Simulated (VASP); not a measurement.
Wanted: the native input for a VASP 6.6.1 run.

```
Task                   : single point
Functional             : LDA
Potentials or basis    : VASP PAW LDA potentials, release 64 (Sc_sv, In_d)
Cutoff                 : 520 eV
k mesh                 : 5 × 5 × 5
Occupations            : methfessel-paxton, width 0.05 eV
Spin                   : no spin polarisation
Dipole correction      : no
Further INCAR settings : ALGO = Normal; EDIFF = 1e-07; NBANDS = 33
```

The structure of ScIn3 lies in POSCAR:

```
ScIn3
1.0
    4.3377461649      0.0000000000      0.0000000000
    0.0000000000      4.3377461649      0.0000000000
    0.0000000000      0.0000000000      4.3377461649
Sc In
1 3
Direct
    0.0000000000      0.0000000000      0.0000000000
    0.0000000000      0.5000000000      0.5000000000
    0.5000000000      0.0000000000      0.5000000000
    0.5000000000      0.5000000000      0.0000000000
```

One way to write it, as run:

INCAR

```
  PREC = Accurate
  ENCUT = 520
  EDIFF = 1E-7
  ISMEAR = 1
  SIGMA = 0.05
  LREAL = F
  LASPH = T
  NELM = 60
  ALGO = Normal
  ISIF = 2
  LWAVE = F
  LCHARG = T
  LELF = T
  LVHAR = T
  NBANDS = 33
```

KPOINTS

```
regular mesh
0
Gamma
  5 5 5
```

Potentials or basis: VASP PAW LDA potentials, release 64 (Sc_sv, In_d).

Launch:

```console
$ cat potpaw_LDA.64/Sc_sv/POTCAR potpaw_LDA.64/In_d/POTCAR > POTCAR
$ mpirun -np 1 vasp_std > vasp.out
```

Results of the run:

- Pressure: 3.1 GPa
- Band gap on the k mesh: zero (bands 25 and 26 overlap by 2.43 eV)

Caveat: the cell stands under pressure; spin-orbit coupling is left out, which moves the levels of the heavy elements.

Run time: 26 s on 1 thread of Intel Xeon 8259CL (shared host), peak memory 0.16 GiB.
